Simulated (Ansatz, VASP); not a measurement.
# Ge in VASP and in Ansatz

File INCAR:

```
PREC     = Accurate       # precision mode
ENCUT    = 520            # plane-wave cutoff, eV
EDIFF    = 1E-7           # SCF threshold, eV
ISMEAR   = 0              # smearing method
SIGMA    = 0.15           # smearing width, eV
LREAL    = False          # projectors in reciprocal space
LASPH    = True           # aspherical terms in the spheres
NELM     = 60             # most SCF steps
ALGO     = Normal         # electronic algorithm
ISIF     = 2              # what is computed and relaxed
LWAVE    = False          # write WAVECAR
LCHARG   = True           # write CHGCAR
GGA      = PS             # functional
LELF     = True           # ELF
LVHAR    = True         
NBANDS   = 21             # bands
```

File KPOINTS:

```
regular mesh
0
Gamma
  18 18 18
```

The input POSCAR:

```
Ge
1.0
    0.0000000000      2.9230171483      2.7953125156
    2.9230171483      0.0000000000      2.7953125156
    2.9230171483      2.9230171483      0.0000000000
Ge
2
Direct
    0.5000000000      0.5000000000      0.5000000000
    0.7500000000      0.7500000000      0.7500000000
```

Input for Ansatz:

```yaml
crystal:
  lattice:
    - [0.0, 2.9230171483, 2.7953125156]
    - [2.9230171483, 0.0, 2.7953125156]
    - [2.9230171483, 2.9230171483, 0.0]
  atoms:
    - { symbol: Ge, position: [0.5, 0.5, 0.5] }
    - { symbol: Ge, position: [0.75, 0.75, 0.75] }
basis:
  ecutwfc: 420
kpoints:
  mp_grid: { grid: [18, 18, 18] }
hamiltonian:
  xc: pbesol
scf:
  occupations: { method: gaussian, width: 0.15 }
output:
  forces: true
  stress: true
  eigenvalues: true
  write_density: true
  write_potential: true
  elf: true
  volumetric_format: npy
```

Change from the starting cell: strain +0.030 along x and y, -0.015 along z, atoms carried along.

Alike in both runs: task single point; functional PBEsol; k mesh 18 × 18 × 18; occupations gaussian, width 0.15 eV; no spin polarisation.

|  | VASP | Ansatz |
| --- | --- | --- |
| version | VASP 6.6.1 | Ansatz 0.2.0 |
| potentials or method | VASP PAW PBE potentials, release 64 (Ge_d), cutoff 520 eV | scalar-relativistic, plane waves, PAW |
| valence electrons in the cell | 28 | 28 |

```csv
,VASP,Ansatz,Ansatz less VASP
gap on the k mesh at the Fermi level (eV),none,none,-
pressure (GPa),-2.7,-2.7,+0.09
"traceless stress, the component that is largest in VASP (GPa)",1.86,1.86,-0.008
```

VASP's potentials were made for PBE, not for PBEsol. A gap of «none» marks a metal or a gap that the smearing closes.
